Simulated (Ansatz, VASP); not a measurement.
**One calculation of BiP, two programs**

File INCAR:

```
PREC = Accurate
ENCUT = 500
EDIFF = 1E-6
ISMEAR = -1
SIGMA = 0.05
LREAL = False
LASPH = True
NELM = 120
ALGO = Normal
ISIF = 2
LWAVE = False
LCHARG = False
GGA = PE
NBANDS = 17
GGA_COMPAT = False
```

File KPOINTS:

```
Automatic mesh
0
Gamma
  8 8 6
```

The input POSCAR:

```
BiP
1.0
    3.8172109914      0.0000000000      0.0000000000
   -1.9086054957      3.3058016846      0.0000000000
    0.0000000000      0.0000000000      4.4219826624
Bi P
1 1
Direct
    0.0000000000      0.0000000000      0.5000000000
    0.0000000000      0.0000000000      0.0000000000
```

Contents of input.yaml:

```yaml
crystal:
  lattice:
    - [3.8172109914, 0.0, 0.0]
    - [-1.9086054957, 3.3058016846, 0.0]
    - [0.0, 0.0, 4.4219826624]
  atoms:
    - { symbol: Bi, position: [0.0, 0.0, 0.5] }
    - { symbol: P, position: [0.0, 0.0, 0.0] }
kpoints:
  mp_grid: { grid: [8, 8, 6] }
scf:
  occupations: { method: fermi_dirac, width: 0.05 }
hamiltonian:
  xc: pbe
  pseudopotentials: { kind: all_electron, lapw: { basis_error: 0.0005 } }
output:
  forces: true
  stress: true
  eigenvalues: true
```

Change from the starting cell: volume scaled by 0.98.

Alike in both runs: task single point; functional PBE; k mesh 8 × 8 × 6; occupations fermi-dirac, width 0.05 eV; no spin polarisation.

|  | VASP | Ansatz |
| --- | --- | --- |
| version | VASP 6.6.1 | Ansatz 0.2.0 |
| potentials or method | VASP PAW PBE potentials, release 64 (Bi_d, P), cutoff 500 eV | all-electron LAPW, scalar-relativistic |

VASP gave:

* gap on the k mesh at the Fermi level (eV): none
* pressure (GPa): 22.1
* traceless stress, the component that is largest in VASP (GPa): 39.08

Task: Estimate Ansatz's values.

Result: gap on the k mesh at the Fermi level (eV): none; pressure (GPa): 22.5; traceless stress, the component that is largest in VASP (GPa): 39.83.

A gap of «none» marks a metal or a gap that the smearing closes. Ansatz ran all-electron here, and VASP with PAW potentials.

Spin-orbit coupling is off throughout.
